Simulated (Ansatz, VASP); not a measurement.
**Hf in VASP and in Ansatz**

```xyz
2
Lattice="3.1967 0.0000 0.0000 -1.5983 2.7684 0.0000 0.0000 0.0000 5.0578" Properties=species:S:1:pos:R:3 pbc="T T T"
Hf    0.0000    1.8456    1.2645
Hf    1.5984    0.9228    3.7934
```

Alike in both runs: task single point; functional PBE; k mesh 15 × 15 × 8; occupations gaussian, width 0.1 eV; no spin polarisation.

|  | VASP | Ansatz |
| --- | --- | --- |
| version | VASP 6.6.1 | Ansatz 0.2.0 |
| potentials or method | VASP PAW PBE potentials, release 64 (Hf_pv), cutoff 520 eV | scalar-relativistic, plane waves, PAW |
| valence electrons in the cell | 20 | 52 |

```tsv
	VASP	Ansatz	Ansatz less VASP
gap on the k mesh at the Fermi level (eV)	none	none	-
pressure (GPa)	0.4	0.8	+0.34
traceless stress, the component that is largest in VASP (GPa)	-0.12	-0.04	+0.073
```

A gap of «none» marks a metal or a gap that the smearing closes. VASP's potentials hold 20 valence electrons a cell and Ansatz's 52, so a difference there can come from the potentials and not from the codes.

Neither program's run includes spin-orbit coupling.
